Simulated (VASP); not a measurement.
Set up this calculation in VASP 6.6.1, as the native input.

```yaml
Task: single point
Functional: r2SCAN
Potentials_or_basis: VASP PAW PBE potentials, release 64 (Bi_d)
Cutoff: 520 eV
k_mesh: 12 × 12 × 4
Occupations: gaussian, width 0.15 eV
Spin: no spin polarisation
Dipole_correction: no
Further_INCAR_settings: ALGO = Normal; EDIFF = 1e-06; NBANDS = 22
```

Crystal: Bi.

```
Bi
1.0
     4.53900    0.00000    0.05106
    -2.26950    3.93089   -0.02553
     0.13308    0.00000   11.82900
Bi
2
Direct
  0.33333 0.66667 0.25000
  0.66667 0.33333 0.75000
```

This cell differs from its parent crystal: strain +0.0225 x Voigt [0, 0, 0, 0, 1, 0].

One way to write it, as run:

POSCAR

```
Bi
1.0
    4.5390002997      0.0000000000      0.0510637534
   -2.2695001499      3.9308895673     -0.0255318767
    0.1330762500      0.0000000000     11.8290000000
Bi
2
Direct
    0.3333333333      0.6666666667      0.2500000000
    0.6666666667      0.3333333333      0.7500000000
```

INCAR.step1

```
SYSTEM = Bi
PREC = Accurate ; ENCUT = 520
ISMEAR = 0 ; SIGMA = 0.15
LREAL = .FALSE. ; LASPH = .TRUE.
NELM = 80 ; NBANDS = 22
GGA = PE ; ALGO = Normal
EDIFF = 1E-4 ; LWAVE = .TRUE.
LCHARG = .FALSE.
```

INCAR.step2

```
SYSTEM = Bi
PREC = Accurate ; ENCUT = 520
EDIFF = 1E-6 ; ISMEAR = 0
SIGMA = 0.15 ; LREAL = .FALSE.
LASPH = .TRUE. ; NELM = 80
ALGO = Normal ; ISIF = 2
LWAVE = .FALSE. ; LCHARG = .FALSE.
METAGGA = R2SCAN ; LMIXTAU = .TRUE.
NBANDS = 22 ; ISTART = 1
```

KPOINTS

```
regular mesh
0
G
  12 12 4
  0 0 0
```

Potentials or basis: VASP PAW PBE potentials, release 64 (Bi_d).

Command:

```bash
$ cat potpaw_PBE.64/Bi_d/POTCAR > POTCAR
$ cp INCAR.step1 INCAR
$ mpirun -np 1 vasp_std > vasp.out
$ cp INCAR.step2 INCAR
$ mpirun -np 1 vasp_std > vasp.out
```

Results of the run:

| Item | Value |
| --- | --- |
| Pressure | -3.5 GPa |
| Band gap on the k mesh | zero (bands 15 and 16 overlap by 2.26 eV) |

Caveat: the cell differs from its parent crystal (strain +0.0225 x Voigt [0, 0, 0, 0, 1, 0]); the cell stands under tension; the PAW data sets were made with another functional, which shifts forces and pressure a little; spin-orbit coupling is left out, which moves the levels of the heavy elements.

Wall time 81 min on 1 thread of Oxide Virtual Turin-like Processor, with other jobs on the host, peak memory 0.75 GiB.
